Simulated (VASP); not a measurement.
SnO2, 6 atoms in the cell. The structure is tetragonal, space group P4_2/mnm (No. 136). Conventional cell: a = 4.652 Å, b = 4.652 Å, c = 3.150 Å, α = 90.00°, β = 90.00°, γ = 90.00°. Within 2.7 Å of Sn (site symmetry mmm) lie 6 O at 2.01 to 2.03 Å. Within 2.7 Å of O (site symmetry m2m) lie 3 Sn at 2.01 to 2.03 Å and 1 O at 2.56 Å.  This cell differs from its parent crystal: volume scaled by 0.94.

- Program: VASP 6.6.1
- Task: relaxation of shape and atoms at fixed volume
- Functional: r2SCAN
- Potentials or basis: VASP PAW PBE potentials, release 64 (Sn_d, O)
- Cutoff: 600 eV
- k mesh: 6 × 6 × 8
- Occupations: gaussian, width 0.02 eV
- Spin: no spin polarisation
- Dipole correction: no
- Further INCAR settings: ALGO = Normal; EDIFF = 1e-06; IBRION = 2; EDIFFG = -0.01; NSW = 50; ISIF = 4

Potentials or basis: VASP PAW PBE potentials, release 64 (Sn_d, O).

Command:

```bash
$ cat potpaw_PBE.64/Sn_d/POTCAR potpaw_PBE.64/O/POTCAR > POTCAR
$ cp INCAR.step1 INCAR
$ mpirun -np 1 vasp_std > vasp.out
$ cp INCAR.step2 INCAR
$ mpirun -np 1 vasp_std > vasp.out
```

Hardware: 1 thread of AMD EPYC 9R45 96-Core Processor (Zen 5), with other jobs on the host.

Question: Estimate the wall time of this run.

Answer: Run time: 17 min on 1 thread of AMD EPYC 9R45 96-Core Processor (Zen 5) (shared host), peak memory 0.26 GiB. Counts: k points 50, ion steps 5.
